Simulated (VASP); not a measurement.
Here is a VASP 6.6.1 calculation.

INCAR

```
SYSTEM = Ti3CN3
PREC = Accurate
ENCUT = 520
EDIFF = 1E-6
ISMEAR = 0
SIGMA = 0.1
LREAL = .FALSE.
LASPH = .TRUE.
NELM = 60
ALGO = Normal
ISIF = 2
LWAVE = .FALSE.
LCHARG = .FALSE.
LDIPOL = .TRUE.
IDIPOL = 3
DIPOL = 0.5 0.5 0.332
GGA = PE
NBANDS = 36
```

The input KPOINTS:

```
Automatic mesh
0
G
  9 9 1
  0 0 0
```

The input POSCAR:

```
Ti3CN3
1.0
    3.0028555063      0.0000000000      0.0000000000
    0.0000000000      3.0028555063      0.0000000000
    0.0000000000      0.0000000000     19.7584944394
Ti N C
3 3 1
Direct
    0.5000000000      0.5000000000      0.2024445745
    0.0000000000      0.0000000000      0.3072496205
    0.5000000000      0.5000000000      0.4076776406
    0.0000000000      0.0000000000      0.2024445745
    0.5000000000      0.5000000000      0.3055678855
    0.0000000000      0.0000000000      0.4179718482
    0.0000000000      0.1250000000      0.4805972408
```

Potentials or basis: VASP PAW PBE potentials, release 64 (Ti_sv, N, C).

Launch:

```bash
$ cat potpaw_PBE.64/Ti_sv/POTCAR potpaw_PBE.64/N/POTCAR potpaw_PBE.64/C/POTCAR > POTCAR
$ mpirun -np 1 vasp_std > vasp.out
```

(1) Predict the largest force.

Results:

(1) 1.758 eV/Å.
